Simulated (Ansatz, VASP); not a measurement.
One calculation of ReP2, two programs

```xyz
3
Lattice="3.0484 0.0000 0.0000 -1.5242 2.6400 0.0000 0.0000 0.0000 5.0967" Properties=species:S:1:pos:R:3 pbc="T T T"
Re    0.0000    0.0000    0.0000
P     0.0000    1.7600    1.6741
P     1.5242    0.8800    3.4226
```

Alike in both runs: task single point; functional PBEsol; k mesh 12 × 12 × 6; occupations gaussian, width 0.05 eV; no spin polarisation.

|  | VASP | Ansatz |
| --- | --- | --- |
| version | VASP 6.6.1 | Ansatz 0.2.0 |
| potentials or method | VASP PAW PBE potentials, release 64 (Re, P), cutoff 520 eV | scalar-relativistic, plane waves, PAW |
| valence electrons in the cell | 17 | 25 |

|  | VASP | Ansatz | Ansatz less VASP |
| --- | --- | --- | --- |
| pressure (GPa) | 0.9 | 0.0 | -0.93 |
| traceless stress, the component that is largest in VASP (GPa) | 0.15 | 0.01 | -0.139 |
| rms of the force components (eV/Å) | 0.036 | 0.000 | -0.0356 |

VASP's potentials were made for PBE, not for PBEsol. Atom by atom the forces differ by 0.036 eV/Å (rms over components). VASP's potentials hold 17 valence electrons a cell and Ansatz's 25, so a difference there can come from the potentials and not from the codes.

Neither program's run includes spin-orbit coupling.
